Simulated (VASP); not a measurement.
Input of a VASP 6.6.1 run:

INCAR

```
SYSTEM = GaAs
PREC = Accurate
ENCUT = 520
EDIFF = 1E-6
ISMEAR = -1
SIGMA = 0.01
LREAL = .FALSE.
LASPH = .TRUE.
NELM = 150
ALGO = Normal
ISIF = 2
LWAVE = .FALSE.
LCHARG = .FALSE.
MAGMOM = 0 0 0 0 0 0
LORBIT = 11
LSORBIT = .TRUE.
GGA_COMPAT = .FALSE.
LORBMOM = .TRUE.
GGA = PS
NBANDS = 30
```

KPOINTS

```
Automatic mesh
0
G
  8 8 8
  0 0 0
```

Contents of POSCAR:

```
GaAs
1.0
    2.7812033951      2.7812033951      0.0000000000
   -2.7812033951      2.7812033951      0.0000000000
    0.0000000000      2.7812033951      2.7812033951
Ga As
1 1
Direct
    0.0000000000      0.0000000000      0.0000000000
    0.7500000000      0.2500000000      0.5000000000
```

Potentials or basis: VASP PAW PBE potentials, release 64 (Ga_d, As).

Command:

```sh
$ cat potpaw_PBE.64/Ga_d/POTCAR potpaw_PBE.64/As/POTCAR > POTCAR
$ mpirun -np 1 vasp_ncl > vasp.out
```

(1) What does it give for the pressure?

(2) Estimate the net moment.

Answers

(1) 4.2 GPa.

(2) 0.00 μB per cell.

Caveat: the PAW data sets were made with another functional, which shifts forces and pressure a little.
